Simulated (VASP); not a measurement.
Write the native input for VASP 6.6.1 that does the following.

```yaml
Task: single point
Functional: PBE
Potentials_or_basis: VASP PAW PBE potentials, release 64 (Mn_pv, O)
Cutoff: 520 eV
k_mesh: 10 × 10 × 10
Occupations: gaussian, width 0.011 eV
Spin: collinear spin, ferromagnetic start
Starting_moments: "[4.0, 0.0] μB"
Dipole_correction: no
Further_INCAR_settings: ALGO = Normal; EDIFF = 1e-07; NBANDS = 20
```

The structure of MnO lies in POSCAR:

```
MnO
1.0
    0.0000000000      2.2239077028      2.2239077028
    2.2239077028      0.0000000000      2.2239077028
    2.2239077028      2.2239077028      0.0000000000
Mn O
1 1
Direct
    0.0000000000      0.0000000000      0.0000000000
    0.5000000000      0.5000000000      0.5000000000
```

These files were run (other wordings do the same):

INCAR

```
SYSTEM = MnO
PREC = Accurate ; ENCUT = 520
EDIFF = 1E-7 ; ISMEAR = 0
SIGMA = 0.011 ; LREAL = .False.
LASPH = .True. ; NELM = 150
ALGO = Normal ; ISIF = 2
LWAVE = .False. ; LCHARG = .False.
ISPIN = 2 ; MAGMOM = 4 0
LORBIT = 11 ; LMAXMIX = 4
GGA = PE ; NBANDS = 20
```

KPOINTS

```
regular mesh
0
Gamma
  10 10 10
  0 0 0
```

Potentials or basis: VASP PAW PBE potentials, release 64 (Mn_pv, O).

The run is started by

```sh
$ cat potpaw_PBE.64/Mn_pv/POTCAR potpaw_PBE.64/O/POTCAR > POTCAR
$ mpirun -np 1 vasp_std > vasp.out
```

Results of the run:

The pressure is 0.4 GPa, the net moment is 4.80 μB per cell and the site moments are Mn +4.36; O +0.21 μB. The valence electrons inside the program's atomic spheres are Mn 11.35; O 4.98.

Caveat: a cell with one magnetic atom can't hold antiferromagnetic order, which such compounds often take.

It took 17 s on 1 thread of Intel(R) Xeon(R) 6975P-C (Granite Rapids) (shared host), peak memory 0.15 GiB.
